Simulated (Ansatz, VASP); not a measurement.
CdTe: VASP beside Ansatz

The input POSCAR:

```
CdTe
1.0
    0.0000000000      3.2799012461      3.2799012461
    3.2799012461      0.0000000000      3.2799012461
    3.2799012461      3.2799012461      0.0000000000
Cd Te
1 1
Direct
    0.0000000000      0.0000000000      0.0000000000
    0.2500000000      0.2500000000      0.2500000000
```

Contents of INCAR.step1:

```
  ALGO = Normal
  EDIFF = 1E-5
  ENCUT = 520
  GGA = PE
  ISIF = 2
  ISMEAR = 0
  LASPH = True
  LCHARG = False
  LREAL = False
  LWAVE = True
  NBANDS = 16
  NELM = 80
  PREC = Accurate
  SIGMA = 0.01
```

The input INCAR.step2:

```
  AEXX = 0.25
  ALGO = Normal
  EDIFF = 1E-7
  ENCUT = 520
  ISIF = 2
  ISMEAR = 0
  ISTART = 1
  LASPH = True
  LCHARG = False
  LHFCALC = True
  LMIXTAU = True
  LREAL = False
  LWAVE = False
  METAGGA = R2SCAN
  NBANDS = 16
  NELM = 80
  PREC = Accurate
  PRECFOCK = Normal
  SIGMA = 0.01
```

The input KPOINTS:

```
k-points
0
Gamma
  4 4 4
```

Input for Ansatz:

```yaml
crystal:
  lattice:
    - [0.0, 3.2799012461, 3.2799012461]
    - [3.2799012461, 0.0, 3.2799012461]
    - [3.2799012461, 3.2799012461, 0.0]
  atoms:
    - { symbol: Cd, position: [0.0, 0.0, 0.0] }
    - { symbol: Te, position: [0.25, 0.25, 0.25] }
kpoints:
  mp_grid: { grid: [4, 4, 4] }
  band_path:
    path:
      - [0.0, 0.0, 0.0]
      - [-0.5, -0.5, 0.0]
      - [-0.375, -0.375, 0.25]
      - [-0.375, 0.0, 0.375]
      - [0.0, 0.0, 0.5]
      - [-0.5, -0.25, 0.25]
    npoints: 1
hamiltonian:
  xc: r2scan0
scf:
  occupations: { method: fixed }
  n_extra_bands: 4
output:
  forces: true
  stress: true
  eigenvalues: true
```

Alike in both runs: task single point; functional r2SCAN0; k mesh 4 × 4 × 4; no spin polarisation.

```csv
,VASP,Ansatz
version,VASP 6.6.1,Ansatz 0.2.0
potentials or method,"VASP PAW PBE potentials, release 64 (Cd, Te)","plane waves, PAW"
plane-wave cutoff (eV),520,500
occupations,"gaussian, width 0.01 eV",fixed
valence electrons in the cell,18,36
```

```csv
,VASP,Ansatz,Ansatz less VASP
gap on the k mesh at the Fermi level (eV),2.43,2.46,+0.030
pressure (GPa),-0.5,-0.4,+0.12
```

VASP's potentials were made for PBE, not for r2SCAN0. VASP's potentials hold 18 valence electrons a cell and Ansatz's 36, so a difference there can come from the potentials and not from the codes. Ansatz's warnings: stress exchange threshold loose, stress scf threshold loose.

Neither program's run includes spin-orbit coupling.
